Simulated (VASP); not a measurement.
A run of VASP 6.6.1:

The input INCAR:

```
SYSTEM = Ge2Sb2Te5
ALGO = Normal ; EDIFF = 1E-6
ENCUT = 520 ; GGA = PE
ISIF = 2 ; ISMEAR = 0
LASPH = .True. ; LCHARG = .False.
LREAL = .False. ; LWAVE = .False.
NBANDS = 44 ; NELM = 60
PREC = Accurate ; SIGMA = 0.03
```

Contents of KPOINTS:

```
k-points
0
Gamma
  12 12 2
  0 0 0
```

POSCAR

```
Ge2Sb2Te5
1.0
    4.0232552465      0.0000000000      0.0000000000
   -2.0116276233      3.4842412494      0.0000000000
    0.0000000000      0.0000000000     18.6908368987
Ge Sb Te
2 2 5
Direct
    0.0000000000      0.0000000000      0.3314713560
    0.0000000000      0.0000000000      0.6685286440
    0.3333333333      0.6666666667      0.1121550832
    0.6666666667      0.3333333333      0.8878449168
    0.0000000000      0.0000000000      0.0000000000
    0.3333333333      0.6666666667      0.7913602895
    0.6666666667      0.3333333333      0.2086397105
    0.3333333333      0.6666666667      0.4097504733
    0.6666666667      0.3333333333      0.5902495267
```

Potentials or basis: VASP PAW PBE potentials, release 64 (Ge_d, Sb, Te).

Command:

```bash
$ cat potpaw_PBE.64/Ge_d/POTCAR potpaw_PBE.64/Sb/POTCAR potpaw_PBE.64/Te/POTCAR > POTCAR
$ mpirun -np 1 vasp_std > vasp.out
```

Hardware: 1 thread of AMD EPYC 9R45 96-Core Processor (Zen 5) (shared host).

**Question.** How long does it take, and how much memory?

**Answer.** Run time: 6.9 min on 1 thread of AMD EPYC 9R45 96-Core Processor (Zen 5), with other jobs on the host, peak memory 0.56 GiB. Counts: scf iterations 20, k points 38.
